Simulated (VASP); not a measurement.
Wanted: the native input for a VASP 6.6.1 run.

```yaml
Task: electric field gradients
Functional: PBEsol
Potentials_or_basis: VASP PAW PBE potentials, release 64 (Be)
Cutoff: 520 eV
k_mesh: 23 × 23 × 23
Occupations: fermi-dirac, width 0.03 eV
Spin: no spin polarisation
Dipole_correction: no
Further_INCAR_settings: ALGO = Normal; EDIFF = 1e-08; NBANDS = 7
```

The structure of Be lies in POSCAR:

```
Be
1.0
   -1.2404622984      1.2404622984      1.2404622984
    1.2404622984     -1.2404622984      1.2404622984
    1.2404622984      1.2404622984     -1.2404622984
Be
1
Direct
    0.0000000000      0.0000000000      0.0000000000
```

This cell differs from its parent crystal: volume scaled by 0.97.

One way to write it, as run:

INCAR

```
ALGO = Normal ; EDIFF = 1E-8
ENCUT = 520 ; GGA = PS
ISIF = 2 ; ISMEAR = -1
LASPH = True ; LCHARG = False
LEFG = True ; LREAL = False
LWAVE = False ; NBANDS = 7
NELM = 100 ; PREC = Accurate
SIGMA = 0.03
```

KPOINTS

```
k-points
0
Gamma
  23 23 23
```

Potentials or basis: VASP PAW PBE potentials, release 64 (Be).

The run is started by

```console
$ cat potpaw_PBE.64/Be/POTCAR > POTCAR
$ mpirun -np 1 vasp_std > vasp.out
```

Results of the run:

```yaml
Pressure: 2.2 GPa
Band_gap_on_the_k_mesh: zero (band 1 reaches 11.79 eV, above the bottom of band 2 at 6.81 eV)
```

Caveat: without QUAD_EFG the Cq values of the log hold for a quadrupole moment of 1 mb, not for the nuclei; the PAW data sets were made with another functional, which shifts forces and pressure a little.

Run time: 29 s on 1 thread of AMD EPYC 7R13, on a shared host, peak memory 0.09 GiB.
